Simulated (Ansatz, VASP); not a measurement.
# One calculation of Ga3As3N2, two programs

File INCAR:

```
SYSTEM = Ga3As3N2
PREC     = Accurate       ! precision mode
ENCUT    = 520            ! plane-wave cutoff, eV
EDIFF    = 1E-7           ! SCF threshold, eV
ISMEAR   = 0              ! smearing method
SIGMA    = 0.05           ! smearing width, eV
LREAL    = .False.        ! projectors in reciprocal space
LASPH    = .True.         ! aspherical terms in the spheres
NELM     = 80             ! most SCF steps
ALGO     = Normal         ! electronic algorithm
ISIF     = 2              ! what is computed and relaxed
LWAVE    = .False.        ! write WAVECAR
LCHARG   = .True.         ! write CHGCAR
LDIPOL   = .True.       
IDIPOL   = 3            
DIPOL    = 0.5 0.5 0.331
GGA      = PE             ! functional
IVDW     = 12             ! dispersion correction
LELF     = .True.         ! ELF
LVHAR    = .True.       
LVACPOTAV= .True.       
NBANDS   = 42             ! bands
```

KPOINTS

```
Automatic mesh
0
Gamma
  7 5 1
  0 0 0
```

File POSCAR:

```
Ga3As3N2
1.0
    4.0137031116      0.0000000000      0.0000000000
    0.0000000000      5.6762333758      0.0000000000
    0.0000000000      0.0000000000     22.8852699092
Ga As N
3 3 2
Direct
    0.5000000000      0.5000000000      0.1747849169
    0.0000000000      0.0653835254      0.2732733389
    0.5000000000      0.4894639615      0.3292030243
    0.0000000000      0.2500000000      0.1747849169
    0.5000000000      0.8102208702      0.2554204538
    0.0000000000      0.2887573197      0.3664046761
    0.2500000000      0.5387573197      0.5149718555
    0.2500000000      0.5387573197      0.5630377077
```

Input for Ansatz:

```yaml
crystal:
  lattice:
    - [4.0137031116, 0.0, 0.0]
    - [0.0, 5.6762333758, 0.0]
    - [0.0, 0.0, 22.8852699092]
  atoms:
    - { symbol: Ga, position: [0.5, 0.5, 0.1747849169] }
    - { symbol: As, position: [0.0, 0.25, 0.1747849169] }
    - { symbol: Ga, position: [0.0, 0.0653835254, 0.2732733389] }
    - { symbol: As, position: [0.5, 0.8102208702, 0.2554204538] }
    - { symbol: Ga, position: [0.5, 0.4894639615, 0.3292030243] }
    - { symbol: As, position: [0.0, 0.2887573197, 0.3664046761] }
    - { symbol: "N", position: [0.25, 0.5387573197, 0.5149718555] }
    - { symbol: "N", position: [0.25, 0.5387573197, 0.5630377077] }
basis:
  ecutwfc: 420
kpoints:
  mp_grid: { grid: [7, 5, 1] }
hamiltonian:
  xc: pbe
  pseudopotentials: { kind: paw, azcp: { folder: soft_1 } }
  dispersion: d3bj
scf:
  occupations: { method: gaussian, width: 0.05 }
output:
  forces: true
  eigenvalues: true
efield:
  axis: 3
  dipole_correction: true
  ramp_width: 0.04
```

Alike in both runs: task single point; functional PBE; dispersion D3(BJ); k mesh 7 × 5 × 1; occupations gaussian, width 0.05 eV; no spin polarisation.

```csv
,VASP,Ansatz
version,VASP 6.6.1,Ansatz 0.2.0
potentials or method,"VASP PAW PBE potentials, release 64 (Ga_d, As, N), cutoff 520 eV","scalar-relativistic, plane waves, PAW"
valence electrons in the cell,64,94
```

```csv
,VASP,Ansatz,Ansatz less VASP
gap on the k mesh at the Fermi level (eV),0.40,0.41,+0.008
least direct gap on the mesh (eV),0.75,0.75,+0.003
rms of the force components (eV/Å),0.689,0.330,-0.3589
```

One of these differences is far larger than is usual between the two programs; its cause wasn't traced. VASP's potentials hold 64 valence electrons a cell and Ansatz's 94, so a difference there can come from the potentials and not from the codes.

Noted on VASP's run: the standard files for N, O and F lose accuracy on very short bonds.
